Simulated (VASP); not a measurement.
SiW8C8Cl4, 21 atoms in the cell. The cell holds a slab with vacuum, 21 atoms: a = 5.706 Å, b = 5.706 Å, c = 20.200 Å, α = 90.00°, β = 90.00°, γ = 120.00°. 

| Property | Result |
| --- | --- |
| Program | VASP 6.6.1 |
| Task | single point |
| Functional | PBEsol |
| Potentials or basis | VASP PAW PBE potentials, release 64 (W_sv, C, Si, Cl) |
| Cutoff | 520 eV |
| k mesh | 3 × 3 × 1 |
| Occupations | fermi-dirac, width 0.15 eV |
| Spin | no spin polarisation |
| Dipole correction | no |
| Further INCAR settings | LREAL = Auto; ALGO = Normal; EDIFF = 1e-06; NBANDS = 104 |

Potentials or basis: VASP PAW PBE potentials, release 64 (W_sv, C, Si, Cl).

Run with:

```bash
$ cat potpaw_PBE.64/W_sv/POTCAR potpaw_PBE.64/C/POTCAR potpaw_PBE.64/Si/POTCAR potpaw_PBE.64/Cl/POTCAR > POTCAR
$ mpirun -np 1 vasp_std > vasp.out
```

Hardware: 1 thread of Intel(R) Xeon(R) Platinum 8488C (Sapphire Rapids) (shared host).

Problem. Estimate the wall time of this run.

Solution. It took 15 min on 1 thread of Intel(R) Xeon(R) Platinum 8488C (Sapphire Rapids), with other jobs on the host, peak memory 0.67 GiB. Counts: scf iterations 32, k points 5.
